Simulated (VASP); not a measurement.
# NbSi (Fm-3m) in VASP: further runs, part 2 of 2

VASP 6.6.1. Earlier steps stand in the parts before.

## Step 4: Single point, r2SCANh

POSCAR reads:

```
NbSi
1.0
    0.0000000000      2.5738300000      2.5738300000
    2.5738300000      0.0000000000      2.5738300000
    2.5738300000      2.5738300000      0.0000000000
Nb Si
1 1
Direct
    0.0000000000      0.0000000000      0.0000000000
    0.5000000000      0.5000000000      0.5000000000
```

INCAR.step1 reads:

```
SYSTEM = NbSi
ALGO = Normal ; EDIFF = 1E-5
ENCUT = 520 ; GGA = PE
ISIF = 2 ; ISMEAR = -1
LASPH = .TRUE. ; LCHARG = .FALSE.
LREAL = .FALSE. ; LWAVE = .TRUE.
NBANDS = 16 ; NELM = 100
PREC = Accurate ; SIGMA = 0.05
```

INCAR.step2 reads:

```
SYSTEM = NbSi
AEXX = 0.1 ; ALGO = Normal
EDIFF = 1E-6 ; ENCUT = 520
ISIF = 2 ; ISMEAR = -1
ISTART = 1 ; LASPH = .TRUE.
LCHARG = .FALSE. ; LHFCALC = .TRUE.
LMIXTAU = .TRUE. ; LREAL = .FALSE.
LWAVE = .FALSE. ; METAGGA = R2SCAN
NBANDS = 16 ; NELM = 100
PREC = Accurate ; PRECFOCK = Normal
SIGMA = 0.05
```

KPOINTS reads:

```
k-points
0
G
  5 5 5
  0 0 0
```

Potentials or basis: VASP PAW PBE potentials, release 64 (Nb_sv, Si).

Started as:

```console
cat potpaw_PBE.64/Nb_sv/POTCAR potpaw_PBE.64/Si/POTCAR > POTCAR
cp INCAR.step1 INCAR
mpirun -np 1 vasp_std > vasp.out
cp INCAR.step2 INCAR
mpirun -np 1 vasp_std > vasp.out
```

OUTCAR:

```text
SYSTEM = NbSi
   AEXX = 0.1
   EDIFF = 1E-6
   ENCUT = 520
   ISIF = 2
   ISMEAR = -1
   ISTART = 1
   LASPH = .TRUE.
   LHFCALC = .TRUE.
   LREAL = .FALSE.
   METAGGA = R2SCAN
   NELM = 100
   PREC = Accurate
   PRECFOCK = Normal

 ion  position               nearest neighbor table
   1  0.000  0.000  0.000-   2 2.57   2 2.57   2 2.57   2 2.57   2 2.57   2 2.57
   2  0.500  0.500  0.500-   1 2.57   1 2.57   1 2.57   1 2.57   1 2.57   1 2.57

  LATTYP: Found a face centered cubic cell.
 ALAT       =     5.1476600000

  Lattice vectors:

 A1 = (   0.0000000000,   2.5738300000,   2.5738300000)
 A2 = (   2.5738300000,   0.0000000000,   2.5738300000)
 A3 = (   2.5738300000,   2.5738300000,   0.0000000000)

Analysis of symmetry for initial positions (statically):
=====================================================================
 Subroutine PRICEL returns:
 Original cell was already a primitive cell.

 Routine SETGRP: Setting up the symmetry group for a
 face centered cubic supercell.

[... 154 lines left out ...]
  free energy    TOTEN  =       -34.01895038 eV

  energy without entropy =      -34.01123495  energy(sigma->0) =      -34.01509266

 E-fermi :  10.1126     XC(G=0): -11.3029

 val. band max:        9.9139776096   @ k =   0.4000   0.2000   0.0000
 cond. band min:      10.1724392204   @ k =  -0.4000   0.4000   0.0000
 fundamental gap:      0.2584616108
 Fermi energy:        10.1125629376

 k-point     1 :       0.0000    0.0000    0.0000
  band No.  band energies     occupation
      1     -48.4173      2.00000
      2     -23.2398      2.00000
      3     -23.2398      2.00000
      4     -23.2398      2.00000
      5      -1.6490      2.00000
      6       8.8386      2.00000
[... 167 lines left out ...]
      3     -23.3666      2.00000
      4     -23.3133      2.00000
      5       1.4230      2.00000
      6       5.4350      2.00000
[... 8 lines left out ...]
     15      21.0173      0.00000
     16      21.7379      0.00000

------------------------ aborting loop because EDIFF is reached ----------------------------------------

  FORCE on cell =-STRESS in cart. coord.  units (eV):
  Direction    XX          YY          ZZ          XY          YZ          ZX
  --------------------------------------------------------------------------------------
  -------------------------------------------------------------------------------------
  Total       -0.4836764     -0.4836764     -0.4836764      0.0000000     -0.0000000      0.0000000
  in kB      -22.7245813    -22.7245813    -22.7245813      0.0000000     -0.0000000      0.0000000
  external PRESSURE =     -22.7245813 kB  Pullay stress =       0.0000000 kB

 VOLUME and BASIS-vectors are now :
 -----------------------------------------------------------------------------
  energy-cutoff  :      520.00
  volume of cell :       34.10
      direct lattice vectors                 reciprocal lattice vectors
     0.000000000  2.573830000  2.573830000    -0.194263024  0.194263024  0.194263024
     2.573830000  0.000000000  2.573830000     0.194263024 -0.194263024  0.194263024
     2.573830000  2.573830000  0.000000000     0.194263024  0.194263024 -0.194263024

 POSITION                                       TOTAL-FORCE (eV/Angst)
 -----------------------------------------------------------------------------------
      0.00000      0.00000      0.00000         0.000000      0.000000     -0.000000
      2.57383      2.57383      2.57383        -0.000000     -0.000000      0.000000
 -----------------------------------------------------------------------------------
    total drift:                               -0.000000     -0.000000     -0.000000

  FREE ENERGIE OF THE ION-ELECTRON SYSTEM (eV)
  ---------------------------------------------------
  free  energy   TOTEN  =       -34.0189503796 eV

  energy  without entropy=      -34.0112349465  energy(sigma->0) =      -34.01509266
```

OUTCAR.step1:

```text
SYSTEM = NbSi
   EDIFF = 1E-5
   ENCUT = 520
   GGA = PE
   ISIF = 2
   ISMEAR = -1
   LASPH = .TRUE.
[... 393 lines left out ...]
      0.00000      0.00000      0.00000         0.000000      0.000000     -0.000000
      2.57383      2.57383      2.57383         0.000000      0.000000      0.000000
 -----------------------------------------------------------------------------------
    total drift:                               -0.000000      0.000000      0.000000

  FREE ENERGIE OF THE ION-ELECTRON SYSTEM (eV)
  ---------------------------------------------------
  free  energy   TOTEN  =       -16.0867865053 eV

  energy  without entropy=      -16.0601687139  energy(sigma->0) =      -16.07347761
```

OSZICAR.step1:

```text
N       E                     dE             d eps       ncg     rms          rms(c)
DAV:   1     0.129447214696E+03    0.12945E+03   -0.83029E+03   320   0.101E+03
DAV:   2    -0.117830143646E+02   -0.14123E+03   -0.13328E+03   400   0.340E+02
DAV:   3    -0.171966081905E+02   -0.54136E+01   -0.52597E+01   512   0.556E+01
DAV:   4    -0.173925990692E+02   -0.19599E+00   -0.19591E+00   392   0.102E+01
DAV:   5    -0.174007506590E+02   -0.81516E-02   -0.81507E-02   528   0.185E+00    0.863E+00
DAV:   6    -0.160818480715E+02    0.13189E+01   -0.32570E+00   528   0.161E+01    0.263E+00
DAV:   7    -0.160864724569E+02   -0.46244E-02   -0.13161E-01   360   0.313E+00    0.167E+00
DAV:   8    -0.160867044850E+02   -0.23203E-03   -0.17904E-02   544   0.958E-01    0.321E-01
DAV:   9    -0.160867173468E+02   -0.12862E-04   -0.11055E-03   384   0.236E-01    0.137E-01
DAV:  10    -0.160867899449E+02   -0.72598E-04   -0.18192E-04   400   0.155E-01    0.214E-02
DAV:  11    -0.160867865053E+02    0.34396E-05   -0.40115E-06   240   0.221E-02
   1 F= -.16086787E+02 E0= -.16073478E+02  d E =-.266178E-01
```

Run time: 14 min. Hardware: 1 thread of Intel Xeon Platinum 8259CL at 2.50GHz (Skylake/Cascade Lake), shared host; peak memory 0.18 GiB.

Results:

```yaml
Free_energy: -34.0190 eV
Pressure: -2.3 GPa
Band_gap_on_the_k_mesh: zero (an odd number of electrons rules out a gap without spin polarisation)
```

Caveat: the k points lie up to 0.42 Å⁻¹ apart, too coarse for converged energies and pressures of a metal; the PAW data sets were made with another functional, which shifts forces and pressure a little.

## Step 5: Single point, r2SCAN50

POSCAR is that of step 4.

INCAR.step1 reads:

```
SYSTEM = NbSi
PREC     = Accurate       ! precision mode
ENCUT    = 520            ! plane-wave cutoff, eV
EDIFF    = 1E-5           ! SCF threshold, eV
ISMEAR   = -1             ! smearing method
SIGMA    = 0.05           ! smearing width, eV
LREAL    = .False.        ! projectors in reciprocal space
LASPH    = .True.         ! aspherical terms in the spheres
NELM     = 80             ! most SCF steps
ALGO     = Normal         ! electronic algorithm
ISIF     = 2              ! what is computed and relaxed
LWAVE    = .True.         ! write WAVECAR
LCHARG   = .False.        ! write CHGCAR
NBANDS   = 16             ! bands
GGA      = PE             ! functional
```

INCAR.step2 reads:

```
SYSTEM = NbSi
PREC     = Accurate       ! precision mode
ENCUT    = 520            ! plane-wave cutoff, eV
EDIFF    = 1E-7           ! SCF threshold, eV
ISMEAR   = -1             ! smearing method
SIGMA    = 0.05           ! smearing width, eV
LREAL    = .False.        ! projectors in reciprocal space
LASPH    = .True.         ! aspherical terms in the spheres
NELM     = 80             ! most SCF steps
ALGO     = Normal         ! electronic algorithm
ISIF     = 2              ! what is computed and relaxed
LWAVE    = .False.        ! write WAVECAR
LCHARG   = .False.        ! write CHGCAR
METAGGA  = R2SCAN         ! meta-GGA
LHFCALC  = .True.         ! exact exchange
AEXX     = 0.5            ! exact-exchange fraction
LMIXTAU  = .True.       
PRECFOCK = Normal       
NBANDS   = 16             ! bands
ISTART   = 1
```

KPOINTS reads:

```
regular mesh
0
Gamma
  5 5 5
  0 0 0
```

Started as:

```console
cat potpaw_PBE.64/Nb_sv/POTCAR potpaw_PBE.64/Si/POTCAR > POTCAR
cp INCAR.step1 INCAR
mpirun -np 1 vasp_std > vasp.out
cp INCAR.step2 INCAR
mpirun -np 1 vasp_std > vasp.out
```

Run time: 20 min. Hardware: 1 thread of Intel Xeon Platinum 8259CL at 2.50GHz (Skylake/Cascade Lake), shared host; peak memory 0.18 GiB.

Results (log left out):

* Free energy: -33.9243 eV
* Pressure: -8.3 GPa
* Band gap on the k mesh: zero (an odd number of electrons rules out a gap without spin polarisation)

Levels at points of the mesh, in eV from the Fermi level:
| k point | band 4 | band 5 | band 6 | band 7 | band 8 | band 9 | band 10 | band 11 | band 12 | band 13 |
| --- | --- | --- | --- | --- | --- | --- | --- | --- | --- | --- |
| (0.00, 0.00, 0.00) | -37.91 | -14.88 | -2.48 | -2.48 | -2.48 | -2.25 | -2.25 | 3.45 | 3.45 | 3.45 |

Caveat: the k points lie up to 0.42 Å⁻¹ apart, too coarse for converged energies and pressures of a metal; the PAW data sets were made with another functional, which shifts forces and pressure a little.

## Step 6: The runs side by side

| level | spin | k mesh | grid for exact exchange (PRECFOCK) | share of exact exchange | gap on the mesh (eV) | pressure (GPa) |
| --- | --- | --- | --- | --- | --- | --- |
| PBEsol | non-collinear, zero start, SOC | 9 × 9 × 9 | - | - | - | -4.4 |
| r2SCAN0 | off | 5 × 5 × 5 | Normal | 0.25 | none | -4.6 |
| r2SCANh | off | 5 × 5 × 5 | Normal | 0.1 | none | -2.3 |
| r2SCAN50 | off | 5 × 5 × 5 | Normal | 0.5 | none | -8.3 |

Alike in all rows: task single point; potentials or basis VASP PAW PBE potentials, release 64 (Nb_sv, Si); cell as given; cutoff (eV) 520; smearing fermi-dirac 0.05 eV.

Caveats: some runs use coarse meshes; the PAW data sets were made with another functional, which shifts forces and pressure a little; the cell stands under tension (at least some runs).

Total energies depend on the potentials used, so only differences within one code and one set of settings carry meaning.

The gap in the log of VASP goes by the Fermi energy; the results here count the filled bands.